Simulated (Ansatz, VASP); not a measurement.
GaSb: VASP beside Ansatz

```
Ga Sb
1.0
     0.00000    3.06588    3.06588
     3.06588    0.00000    3.06588
     3.06588    3.06588    0.00000
Ga Sb
1 1
Direct
  0.00000 0.00000 0.00000
  0.25000 0.25000 0.25000
```

Alike in both runs: task single point; functional r2SCAN; k mesh 5 × 5 × 5; occupations fermi-dirac, width 0.02 eV; no spin polarisation.

```csv
,VASP,Ansatz
version,VASP 6.6.1,Ansatz 0.2.0
potentials or method,"VASP PAW PBE potentials, release 64 (Ga_d, Sb)",plane waves
plane-wave cutoff (eV),550,500
valence electrons in the cell,18,28
```

Ansatz gave:

| Item | Value |
| --- | --- |
| pressure (GPa) | 0.0 |

Which values does VASP return?

Pressure (GPa): 0.1.

VASP's potentials were made for PBE, not for r2SCAN. With one functional, cell and mesh, what is left measures potentials, basis and numerics. VASP's potentials hold 18 valence electrons a cell and Ansatz's 28, so a difference there can come from the potentials and not from the codes.

Neither program's run includes spin-orbit coupling.
